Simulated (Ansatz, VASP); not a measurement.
Ga: VASP beside Ansatz

```
CELL_PARAMETERS angstrom
3.00317 0.00000 0.00000
-1.50158 2.60082 0.00000
0.00000 0.00000 4.86513
ATOMIC_POSITIONS crystal
Ga 0.19333 0.59667 0.14500
Ga 0.80667 0.40333 0.85500
```

Change from the starting cell: shortest bond scaled by 0.58, crystal datasets.

Alike in both runs: task electric field gradients; functional PBEsol; k mesh 11 × 11 × 6; occupations fermi-dirac, width 0.05 eV; no spin polarisation.

```csv
,VASP,Ansatz
version,VASP 6.6.1,Ansatz 0.2.0
potentials or method,"VASP PAW PBE potentials, release 64 (Ga_d), cutoff 520 eV","all-electron PAW with datasets made for the crystal, scalar-relativistic"
```

Ansatz gave:

| Quantity | Value |
| --- | --- |
| pressure (GPa) | 52.4 |
| traceless stress, the component that is largest in VASP (GPa) | 56.49 |
| rms of the force components (eV/Å) | 11.580 |
| size of Vzz on the site where it differs most (V/Å²) | 52.3 |

Task: What did VASP give for the same quantities?

Result: Pressure (GPa): 54.7; traceless stress, the component that is largest in VASP (GPa): 59.24; rms of the force components (eV/Å): 12.112; size of Vzz on the site where it differs most (V/Å²): 108.3.

VASP's potentials were made for PBE, not for PBEsol. Atom by atom the forces differ by 0.532 eV/Å (rms over components). Both programs put the cell under a high pressure, so it lies far from rest at this level. Ansatz ran all-electron here, and VASP with PAW potentials.
